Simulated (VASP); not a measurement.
## SnO: single point with PBE

Crystal: SnO.

```
Sn O
1.0
     3.35500    0.00000    0.00000
     0.00000    5.67410    0.00000
     0.00000    0.00000    4.22197
Sn O
2 2
Cartesian
  1.6775 4.3582 0.0555
  0.0000 1.3159 2.1665
  1.6775 0.6171 1.0000
  0.0000 5.0570 3.1110
```

- Program: VASP 6.6.1
- Task: single point
- Functional: PBE
- Potentials or basis: VASP PAW PBE potentials, release 64 (Sn_d, O_h)
- Cutoff: 1340 eV
- k mesh: 8 × 5 × 6
- Occupations: fermi-dirac, width 0.05 eV
- Spin: no spin polarisation
- Dipole correction: no
- Further INCAR settings: ALGO = Normal; EDIFF = 1e-06; NBANDS = 28

- Pressure: 0.5 GPa
- Largest force: 0.061 eV/Å
- Band gap on the k mesh: 1.49 eV (least direct gap 2.08 eV)

Forces on the atoms (eV/Å):
```
Sn   0.000  0.049 -0.001
Sn   0.000 -0.049 -0.001
O    0.000 -0.061  0.001
O    0.000  0.061  0.001
```

Stress tensor (GPa, compression positive):
```
0.32 0.00 0.00
0.00 0.64 0.00
0.00 0.00 0.49
```

Levels at points of the mesh, in eV from the valence-band top:
```tsv
k point	band 16	band 17	band 18	band 19	band 20	band 21	band 22	band 23	band 24	band 25
(0.00, 0.00, 0.00)	-3.79	-3.46	-2.62	-2.04	0.00	2.68	3.18	5.91	5.92	8.04
(0.50, 0.00, 0.00)	-4.44	-2.57	-2.57	-1.24	-1.24	2.60	2.60	5.53	5.53	6.59
(0.00, 0.00, 0.50)	-3.39	-3.17	-3.17	-1.65	-1.65	2.69	2.69	5.24	5.24	7.97
(0.50, 0.00, 0.50)	-4.04	-3.13	-3.13	-1.07	-1.07	2.11	2.11	4.63	4.63	6.88
```

It took 8.3 min on 1 thread of Intel(R) Xeon(R) Platinum 8259CL CPU @ 2.50GHz (Skylake/Cascade Lake), on a shared host, peak memory 0.68 GiB.

Caveat: spin-orbit coupling is left out, which moves the levels of the heavy elements. A k mesh can miss the band edges.
